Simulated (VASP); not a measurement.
# Ir (Fm-3m) in VASP: further runs

Ir is run at these levels: LDA; tasks: single point, relaxation of cell and atoms.

Program: VASP 6.6.1. These are calculated values, not measurements. Logs are shortened: lines on timing, memory, paths and dates and some standing lists are left out, and cuts for length are marked.

**1. The cell of the first run**

Symmetry: Fm-3m, No. 225, cubic system. Conventional cell: a = 3.811 Å, b = 3.811 Å, c = 3.811 Å, α = 90.00°, β = 90.00°, γ = 90.00°. Within 3.6 Å of Ir (site symmetry m-3m) lie 12 Ir at 2.69 Å.

**2. Single point, LDA**

The input, INCAR:

```
  PREC = Accurate
  ENCUT = 500
  EDIFF = 1E-6
  ISMEAR = -1
  SIGMA = 0.05
  LREAL = False
  LASPH = True
  NELM = 120
  ALGO = Normal
  ISIF = 2
  LWAVE = False
  LCHARG = False
  NBANDS = 10
  GGA_COMPAT = False
```

The input, KPOINTS:

```
regular mesh
0
Gamma
  10 10 10
```

The input, POSCAR:

```
Ir
1.0
    0.0000000000      1.9055973447      1.9055973447
    1.9055973447      0.0000000000      1.9055973447
    1.9055973447      1.9055973447      0.0000000000
Ir
1
Direct
    0.0000000000      0.0000000000      0.0000000000
```

Potentials or basis: VASP PAW LDA potentials, release 64 (Ir).

Command:

```sh
cat potpaw_LDA.64/Ir/POTCAR > POTCAR
mpirun -np 1 vasp_std > vasp.out
```

OUTCAR:

```text
PREC = Accurate
   ENCUT = 500
   EDIFF = 1E-6
   ISMEAR = -1
   LREAL = False
   LASPH = True
   NELM = 120
   ISIF = 2

 ion  position               nearest neighbor table
   1  0.000  0.000  0.000-

  LATTYP: Found a face centered cubic cell.
 ALAT       =     3.8111946894

  Lattice vectors:

 A1 = (   0.0000000000,   1.9055973447,   1.9055973447)
 A2 = (   1.9055973447,   0.0000000000,   1.9055973447)
 A3 = (   1.9055973447,   1.9055973447,   0.0000000000)

Analysis of symmetry for initial positions (statically):
=====================================================================
 Subroutine PRICEL returns:
 Original cell was already a primitive cell.

 Routine SETGRP: Setting up the symmetry group for a
 face centered cubic supercell.

 Subroutine GETGRP returns: Found 48 space group operations
 (whereof 48 operations were pure point group operations)
 out of a pool of 48 trial point group operations.

The static configuration has the point symmetry O_h .

Analysis of symmetry for dynamics (positions and initial velocities):
=====================================================================
 Subroutine PRICEL returns:
 Original cell was already a primitive cell.

 Routine SETGRP: Setting up the symmetry group for a
 face centered cubic supercell.

 Subroutine GETGRP returns: Found 48 space group operations
 (whereof 48 operations were pure point group operations)
 out of a pool of 48 trial point group operations.

The dynamic configuration has the point symmetry O_h .

 Subroutine INISYM returns: Found 48 space group operations
 (whereof 48 operations are pure point group operations),
 and found     1 'primitive' translations

----------------------------------------------------------------------------------------

                                     Primitive cell

  volume of cell :      13.8396

  direct lattice vectors                    reciprocal lattice vectors
     0.000000000  1.905597345  1.905597345    -0.262384916  0.262384916  0.262384916
     1.905597345  0.000000000  1.905597345     0.262384916 -0.262384916  0.262384916
     1.905597345  1.905597345  0.000000000     0.262384916  0.262384916 -0.262384916

  length of vectors
     2.694921609  2.694921609  2.694921609     0.454464006  0.454464006  0.454464006

  position of ions in fractional coordinates (direct lattice)
     0.000000000  0.000000000  0.000000000

  ion indices of the primitive-cell ions
   primitive index   ion index
                 1           1

----------------------------------------------------------------------------------------

 KPOINTS: regular mesh

Automatic generation of k-mesh.
 Grid dimensions read from file:
 generate k-points for:   10   10   10

 Generating k-lattice:

  Cartesian coordinates                     Fractional coordinates (reciprocal lattice)
    -0.026238492  0.026238492  0.026238492     0.100000000  0.000000000  0.000000000
     0.026238492 -0.026238492  0.026238492     0.000000000  0.100000000  0.000000000
     0.026238492  0.026238492 -0.026238492     0.000000000  0.000000000  0.100000000

  Length of vectors
     0.045446401  0.045446401  0.045446401

  Shift w.r.t. Gamma in fractional coordinates (k-lattice)
     0.000000000  0.000000000  0.000000000

 Subroutine IBZKPT returns following result:
 ===========================================

 Found     47 irreducible k-points:

 Following reciprocal coordinates:
            Coordinates               Weight
  0.000000  0.000000  0.000000      1.000000
  0.100000  0.000000  0.000000      8.000000
  0.200000  0.000000  0.000000      8.000000
  0.300000  0.000000  0.000000      8.000000
  0.400000  0.000000  0.000000      8.000000
  0.500000  0.000000  0.000000      4.000000
[... 16 lines left out ...]
  0.300000  0.300000  0.000000      6.000000
  0.400000  0.300000  0.000000     24.000000
 [... further k-points ...]
   k-points           NKPTS =     47   k-points in BZ     NKDIM =     47   number of bands    NBANDS=     10
   number of dos      NEDOS =    301   number of ions     NIONS =      1
   total plane-waves  NPLWV =   8000
   dimension x,y,z NGX =    20 NGY =   20 NGZ =   20
   dimension x,y,z NGXF=    40 NGYF=   40 NGZF=   40
   ions per type =               1
   NGX,Y,Z   is equivalent  to a cutoff of  12.34, 12.34, 12.34 a.u.
   NGXF,Y,Z  is equivalent  to a cutoff of  24.68, 24.68, 24.68 a.u.
 SYSTEM =  unknown system
   PREC   = accura    normal or accurate (medium, high low for compatibility)
   ISTART =      0    job   : 0-new  1-cont  2-samecut
   ICHARG =      2    charge: 1-file 2-atom 10-const
   ISPIN  =      1    spin polarized calculation?
   LNONCOLLINEAR =      F non collinear calculations
   LSORBIT =      F    spin-orbit coupling
   LASPH  =      T    aspherical Exc in radial PAW
   ENCUT  =  500.0 eV  36.75 Ry    6.06 a.u.   4.91  4.91  4.91*2*pi/ulx,y,z
   NELM   =    120;   NELMIN=  2; NELMDL= -5     # of ELM steps
   EDIFF  = 0.1E-05   stopping-criterion for ELM
   LREAL  =      F    real-space projection
   EDIFFG = 0.1E-04   stopping-criterion for IOM
   NSW    =      0    number of steps for IOM
   IBRION =     -1    ionic relax: 0-MD 1-quasi-New 2-CG
   NFREE  =      0    steps in history (QN), initial steepest desc. (CG)
   ISIF   =      2    stress and relaxation
   ISYM   =      2    0-nonsym 1-usesym 2-fastsym
   POTIM  = 0.5000    time-step for ionic-motion
   TEBEG  =    0.0;   TEEND  =   0.0 temperature during run
   PSTRESS=    0.0 pullay stress
   NELECT =       9.0000    total number of electrons
   NUPDOWN=      -1.0000    fix difference up-down
   EMIN   =  10.00;   EMAX   =-10.00  energy-range for DOS
   EFERMI =   0.00;   METHOD = LEGACY
   ISMEAR =    -1;   SIGMA  =   0.05  broadening in eV -4-tet -1-fermi 0-gaus
   EFERMI_NEDOS =   21; number of points for ismear=-14 and -15
   IALGO  =     38    algorithm
   IMIX   =      4    mixing-type and parameters
     AMIX     =   0.40;   BMIX     =  1.00
     AMIX_MAG =   1.60;   BMIX_MAG =  1.00
  volume/ion in A,a.u.               =      13.84        93.39
  Fermi-wavevector in a.u.,A,eV,Ry     =   1.418343  2.680279 27.370788  2.011696
  Thomas-Fermi vector in A             =   2.539478
   LORBIT       =      0    0 simple, 1 ext, 2 COOP (PROOUT), +10 PAW based schemes
   GGA     = CA    functional components
   LHFCALC =     F    Hartree Fock is set to
   AEXX    =    0.0000 exact exchange contribution
   IVDW    =     0    specifies the selected vdW correction
   LEPSILON=     F    determine dielectric tensor
   LRPA    =     F    only Hartree local field effects (RPA)
 non-spin polarized calculation
  energy-cutoff  :      500.00
  volume of cell :       13.84
 maximum number of plane-waves:       364
   NGX =  9   NGY =  9   NGZ =  9

 number of electron       9.0000001 magnetization

 Free energy of the ion-electron system (eV)
  ---------------------------------------------------
  ext. energy  EPLUGINS =         0.00000000
  ---------------------------------------------------
  free energy    TOTEN  =       -10.33231587 eV

  energy without entropy =      -10.32350843  energy(sigma->0) =      -10.32791215

 E-fermi :  10.7775     XC(G=0): -14.2666

 val. band max:       10.7518500584   @ k =  -0.3000   0.3000   0.1000
 cond. band min:      10.8040106434   @ k =  -0.4000   0.5000   0.1000
 fundamental gap:      0.0521605850
 Fermi energy:        10.7775024183

 k-point     1 :       0.0000    0.0000    0.0000
  band No.  band energies     occupation
      1      -0.6414      2.00000
      2       6.6487      2.00000
      3       6.6487      2.00000
      4       6.6487      2.00000
      5       9.4789      2.00000
      6       9.4789      2.00000
      7      24.9948      0.00000
      8      30.6731      0.00000
      9      30.6731      0.00000
     10      30.6731      0.00000

 k-point     2 :       0.1000    0.0000    0.0000
  band No.  band energies     occupation
      1      -0.1932      2.00000
      2       6.4219      2.00000
      3       6.8362      2.00000
      4       6.8362      2.00000
      5       9.3651      2.00000
      6       9.3651      2.00000
      7      25.7604      0.00000
      8      28.7880      0.00000
      9      31.4229      0.00000
     10      31.4229      0.00000

 k-point     3 :       0.2000    0.0000    0.0000
  band No.  band energies     occupation
      1       0.9648      2.00000
      2       6.0791      2.00000
      3       7.1262      2.00000
      4       7.1262      2.00000
      5       9.3749      2.00000
      6       9.3749      2.00000
      7      25.9292      0.00000
      8      27.4377      0.00000
      9      33.4489      0.00000
     10      33.4489      0.00000

 k-point     4 :       0.3000    0.0000    0.0000
  band No.  band energies     occupation
      1       2.0675      2.00000
      2       6.5821      2.00000
      3       6.9961      2.00000
      4       6.9961      2.00000
      5      10.1109      2.00000
      6      10.1109      2.00000
      7      23.1800      0.00000
      8      26.9683      0.00000
      9      34.5434      0.00000
     10      34.5434      0.00000
[... 222 lines left out ...]
 k-point    22 :      -0.2000    0.2000    0.0000
  band No.  band energies     occupation
      1       3.1005      2.00000
      2       5.4189      2.00000
      3       6.6323      2.00000
      4       8.1461      2.00000
      5       8.4122      2.00000
      6      12.0018      0.00000
      7      24.4035      0.00000
      8      27.7475      0.00000
      9      29.5549      0.00000
     10      31.7756      0.00000

 k-point    23 :       0.3000    0.3000    0.0000
  band No.  band energies     occupation
      1       2.9000      2.00000
      2       4.1004      2.00000
      3       7.8733      2.00000
      4       9.5639      2.00000
      5       9.5639      2.00000
      6      10.8130      0.65934
      7      27.3567      0.00000
      8      27.3567      0.00000
      9      28.6320      0.00000
     10      31.5842      0.00000

 k-point    24 :       0.4000    0.3000    0.0000
  band No.  band energies     occupation
      1       3.1715      2.00000
      2       3.8784      2.00000
      3       7.9730      2.00000
      4       9.8070      2.00000
      5      11.5188      0.00000
      6      11.5457      0.00000
      7      23.7456      0.00000
      8      25.9994      0.00000
      9      27.0611      0.00000
     10      32.0303      0.00000

 [... further k-points ...]

------------------------ aborting loop because EDIFF is reached ----------------------------------------

  FORCE on cell =-STRESS in cart. coord.  units (eV):
  Direction    XX          YY          ZZ          XY          YZ          ZX
  --------------------------------------------------------------------------------------
  -------------------------------------------------------------------------------------
  Total        0.2247012      0.2247012      0.2247012     -0.0000000      0.0000000     -0.0000000
  in kB       26.0131304     26.0131304     26.0131304     -0.0000000      0.0000000     -0.0000000
  external PRESSURE =      26.0131304 kB  Pullay stress =       0.0000000 kB

 VOLUME and BASIS-vectors are now :
 -----------------------------------------------------------------------------
  energy-cutoff  :      500.00
  volume of cell :       13.84
      direct lattice vectors                 reciprocal lattice vectors
     0.000000000  1.905597345  1.905597345    -0.262384916  0.262384916  0.262384916
     1.905597345  0.000000000  1.905597345     0.262384916 -0.262384916  0.262384916
     1.905597345  1.905597345  0.000000000     0.262384916  0.262384916 -0.262384916

 POSITION                                       TOTAL-FORCE (eV/Angst)
 -----------------------------------------------------------------------------------
      0.00000      0.00000      0.00000         0.000000      0.000000     -0.000000
 -----------------------------------------------------------------------------------
    total drift:                                0.000000      0.000000      0.000000

  FREE ENERGIE OF THE ION-ELECTRON SYSTEM (eV)
  ---------------------------------------------------
  free  energy   TOTEN  =       -10.3323158671 eV

  energy  without entropy=      -10.3235084268  energy(sigma->0) =      -10.32791215
```

It took 4.6 s on 1 thread of Intel Xeon 8259CL, shared host; peak memory 0.12 GiB.

Results:

* Free energy: -10.3323 eV
* Pressure: 2.6 GPa
* Band gap on the k mesh: zero (an odd number of electrons rules out a gap without spin polarisation)

Levels at points of the mesh, in eV from the Fermi level:
| k point | band 1 | band 2 | band 3 | band 4 | band 5 | band 6 | band 7 | band 8 | band 9 |
| --- | --- | --- | --- | --- | --- | --- | --- | --- | --- |
| (0.00, 0.00, 0.00) | -11.42 | -4.13 | -4.13 | -4.13 | -1.30 | -1.30 | 14.22 | 19.90 | 19.90 |
| (0.50, 0.00, 0.00) | -8.43 | -4.22 | -4.22 | -0.85 | 0.86 | 0.86 | 7.42 | 13.77 | 19.86 |
| (0.50, 0.50, 0.00) | -8.25 | -7.69 | 0.86 | 1.45 | 1.45 | 1.66 | 10.75 | 11.73 | 11.73 |

Caveat: spin-orbit coupling is left out, which moves the levels of the heavy elements.

**3. Relaxation of cell and atoms, LDA**

This run uses another cell than the first one, of 14.05 Å³/atom.

The input, INCAR:

```
SYSTEM = Ir
  PREC = Accurate
  ENCUT = 500
  EDIFF = 1E-7
  ISMEAR = -1
  SIGMA = 0.05
  LREAL = .False.
  LASPH = .True.
  NELM = 120
  ALGO = Normal
  ISIF = 3
  LWAVE = .False.
  LCHARG = .False.
  GGA = CA
  IBRION = 2
  NSW = 60
  EDIFFG = -0.01
  GGA_COMPAT = .False.
  NELMIN = 4
```

The input, KPOINTS:

```
Automatic mesh
0
Gamma
  10 10 10
  0 0 0
```

The input, POSCAR:

```
Ir
1.0
    0.0000000000      1.9150000000      1.9150000000
    1.9150000000      0.0000000000      1.9150000000
    1.9150000000      1.9150000000      0.0000000000
Ir
1
Direct
    0.0000000000      0.0000000000      0.0000000000
```

Potentials or basis: VASP PAW LDA potentials, release 64 (Ir).

Command:

```sh
cat potpaw_LDA.64/Ir/POTCAR > POTCAR
mpirun -np 1 vasp_std > vasp.out
```

OUTCAR:

```text
SYSTEM = Ir
   PREC = Accurate
   ENCUT = 500
   EDIFF = 1E-7
   ISMEAR = -1
   LREAL = .False.
   LASPH = .True.
   NELM = 120
   ISIF = 3
   GGA = CA
   IBRION = 2
   NSW = 60
   EDIFFG = -0.01
   NELMIN = 4

 ion  position               nearest neighbor table
   1  0.000  0.000  0.000-

  LATTYP: Found a face centered cubic cell.
 ALAT       =     3.8300000000

  Lattice vectors:

 A1 = (   0.0000000000,   1.9150000000,   1.9150000000)
 A2 = (   1.9150000000,   0.0000000000,   1.9150000000)
 A3 = (   1.9150000000,   1.9150000000,   0.0000000000)

Analysis of symmetry for initial positions (statically):
=====================================================================
 Subroutine PRICEL returns:
 Original cell was already a primitive cell.

 Routine SETGRP: Setting up the symmetry group for a
 face centered cubic supercell.

 Subroutine GETGRP returns: Found 48 space group operations
 (whereof 48 operations were pure point group operations)
 out of a pool of 48 trial point group operations.

The static configuration has the point symmetry O_h .

Analysis of symmetry for dynamics (positions and initial velocities):
=====================================================================
 Subroutine PRICEL returns:
[... 164 lines left out ...]
  in kB      -33.5001720    -33.5001720    -33.5001720     -0.0000000     -0.0000000     -0.0000000
  external PRESSURE =     -33.5001720 kB  Pullay stress =       0.0000000 kB
[... 57 lines left out ...]
--------------------------------------- Ionic step        3  -------------------------------------------

 number of electron       9.0000001 magnetization

 Free energy of the ion-electron system (eV)
  ---------------------------------------------------
  ext. energy  EPLUGINS =         0.00000000
  ---------------------------------------------------
  free energy    TOTEN  =       -10.33319192 eV

  energy without entropy =      -10.32430966  energy(sigma->0) =      -10.32875079

 E-fermi :  10.6599     XC(G=0): -14.2292

 val. band max:       10.6345209072   @ k =  -0.3000   0.3000   0.1000
 cond. band min:      10.6866017947   @ k =  -0.4000   0.5000   0.1000
 fundamental gap:      0.0520808876
 Fermi energy:        10.6599211212

 k-point     1 :       0.0000    0.0000    0.0000
  band No.  band energies     occupation
      1      -0.6875      2.00000
      2       6.5721      2.00000
      3       6.5721      2.00000
      4       6.5721      2.00000
      5       9.3737      2.00000
      6       9.3737      2.00000
      7      24.8934      0.00000
      8      30.5324      0.00000
[... 243 lines left out ...]
 k-point    24 :       0.4000    0.3000    0.0000
  band No.  band energies     occupation
      1       3.1210      2.00000
      2       3.8279      2.00000
      3       7.8803      2.00000
      4       9.6999      2.00000
      5      11.3918      0.00000
      6      11.4220      0.00000
      7      23.5700      0.00000
      8      25.8241      0.00000

 [... further k-points ...]

------------------------ aborting loop because EDIFF is reached ----------------------------------------

  FORCE on cell =-STRESS in cart. coord.  units (eV):
  Direction    XX          YY          ZZ          XY          YZ          ZX
  --------------------------------------------------------------------------------------
  -------------------------------------------------------------------------------------
  Total       -0.0046389     -0.0046389     -0.0046389     -0.0000000     -0.0000000      0.0000000
  in kB       -0.5335801     -0.5335801     -0.5335801     -0.0000000     -0.0000000      0.0000000
  external PRESSURE =      -0.5335801 kB  Pullay stress =       0.0000000 kB
[... 16 lines left out ...]
  FREE ENERGIE OF THE ION-ELECTRON SYSTEM (eV)
  ---------------------------------------------------
  free  energy   TOTEN  =       -10.3331919185 eV

  energy  without entropy=      -10.3243096568  energy(sigma->0) =      -10.32875079

 reached required accuracy - stopping structural energy minimisation
```

OSZICAR:

```text
N       E                     dE             d eps       ncg     rms          rms(c)
DAV:   1     0.410874255186E+02    0.41087E+02   -0.44408E+03   768   0.998E+02
[... 22 lines left out ...]
DAV:   1    -0.103904048853E+02   -0.78776E-01   -0.22998E+00   816   0.262E+01    0.236E+00
DAV:   2    -0.103387793014E+02    0.51626E-01   -0.13447E-01   808   0.522E+00    0.961E-01
DAV:   3    -0.103332012254E+02    0.55781E-02   -0.24649E-02   920   0.206E+00    0.279E-01
DAV:   4    -0.103331724018E+02    0.28824E-04   -0.38671E-04   968   0.187E-01    0.593E-02
DAV:   5    -0.103331891516E+02   -0.16750E-04   -0.25999E-05  1024   0.467E-02    0.900E-03
DAV:   6    -0.103331919118E+02   -0.27602E-05   -0.11139E-06   952   0.678E-03    0.259E-04
DAV:   7    -0.103331919185E+02   -0.66904E-08   -0.14212E-08   512   0.142E-03
   3 F= -.10333192E+02 E0= -.10328751E+02  d E =-.124282E-02
```

It took 9.4 s on 1 thread of Intel Xeon 8259CL, shared host; peak memory 0.13 GiB.

Results:

```yaml
Free_energy: -10.3332 eV
Relaxed_volume: 13.93 Å³/atom
Relaxed_cell: a = 2.701 Å, b = 2.701 Å, c = 2.701 Å, α = 60.00°, β = 60.00°, γ = 60.00°
Space_group_after_relaxing_to_0.1_Å: Fm-3m (No. 225)
Energy_gained_by_relaxing: 1.2 meV/atom
Ionic_steps: 3
Pressure_after_relaxing: -0.1 GPa
Band_gap_on_the_k_mesh: zero (an odd number of electrons rules out a gap without spin polarisation)
```

Step by step:
| step | energy change (eV) | largest force (eV/Å) | pressure (GPa) | volume (Å³) |
| --- | --- | --- | --- | --- |
| 1 | 0.0000 | 0.0000 | -3.35 | 14.05 |
| 2 | 0.0203 | 0.0000 | 15.21 | 13.46 |
| 3 | -0.0012 | 0.0000 | -0.05 | 13.93 |

Final structure:
```cif
data_structure
_symmetry_space_group_name_H-M 'P 1'
_symmetry_Int_Tables_number 1
_cell_length_a 2.7007
_cell_length_b 2.7007
_cell_length_c 2.7007
_cell_angle_alpha 60.000
_cell_angle_beta 60.000
_cell_angle_gamma 60.000
_cell_volume 13.93
loop_
_atom_site_label
_atom_site_type_symbol
_atom_site_fract_x
_atom_site_fract_y
_atom_site_fract_z
_atom_site_occupancy
Ir1 Ir 0.00000 0.00000 0.00000 1
```

Caveat: spin-orbit coupling is left out, which moves the levels of the heavy elements.

The gap in the log of VASP goes by the Fermi energy; the results here count the filled bands.